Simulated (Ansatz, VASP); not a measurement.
## Si in VASP and in Ansatz

The input INCAR:

```
SYSTEM = Si
  ALGO = Normal
  EDIFF = 1E-6
  ENCUT = 520
  GGA = PS
  ISIF = 2
  ISMEAR = 0
  LASPH = .TRUE.
  LCHARG = .TRUE.
  LELF = .TRUE.
  LREAL = .FALSE.
  LVHAR = .TRUE.
  LWAVE = .FALSE.
  NBANDS = 11
  NELM = 60
  PREC = Accurate
  SIGMA = 0.01
```

KPOINTS

```
k-points
0
G
  8 8 8
  0 0 0
```

The input POSCAR:

```
Si
1.0
    2.7168096183      2.7168096183      0.0000000000
   -2.7168096183      2.7168096183      0.0000000000
    0.0000000000      2.7168096183      2.7168096183
Si
2
Direct
    0.2500000000      0.7500000000      0.5000000000
    0.0000000000      0.0000000000      0.0000000000
```

Input for Ansatz:

```yaml
crystal:
  lattice:
    - [2.71680961828, 2.71680961828, 0.0]
    - [-2.71680961828, 2.71680961828, 0.0]
    - [0.0, 2.71680961828, 2.71680961828]
  atoms:
    - { symbol: Si, position: [0.25, 0.75, 0.5] }
    - { symbol: Si, position: [0.0, 0.0, 0.0] }
kpoints:
  mp_grid: { grid: [8, 8, 8] }
scf:
  occupations: { method: fixed }
  convergence: { dr2_threshold: 1.0e-10 }
hamiltonian:
  xc: pbesol
  pseudopotentials: { kind: all_electron, lapw: { basis_error: 0.0005 } }
output:
  forces: true
  stress: true
  eigenstates:
    kpoints:
      - [0.0, 0.0, 0.0]
      - [0.422371208, -0.422371209, 0.0]
      - [0.422371208, 0.422371209, 0.422371209]
      - [0.0, 0.0, 0.422371208]
      - [-0.5, -0.5, -0.5]
      - [-0.5, 0.5, 0.0]
      - [0.0, 0.0, -0.5]
      - [0.0, -0.5, -0.5]
      - [0.0, 0.5, 0.0]
      - [-0.5, 0.0, 0.0]
      - [-0.5, 0.0, -0.5]
  eigenvalues: true
```

Change from the starting cell: unstrained.

Alike in both runs: task single point; functional PBEsol; k mesh 8 × 8 × 8; no spin polarisation.

|  | VASP | Ansatz |
| --- | --- | --- |
| version | VASP 6.6.1 | Ansatz 0.2.0 |
| potentials or method | VASP PAW PBE potentials, release 64 (Si), cutoff 520 eV | all-electron LAPW, scalar-relativistic |
| occupations | gaussian, width 0.01 eV | fixed |

```tsv
	VASP	Ansatz	Ansatz less VASP
gap on the k mesh at the Fermi level (eV)	0.51	0.51	+0.008
pressure (GPa)	0.1	0.0	-0.16
```

VASP's potentials were made for PBE, not for PBEsol. Ansatz ran all-electron here, and VASP with PAW potentials.
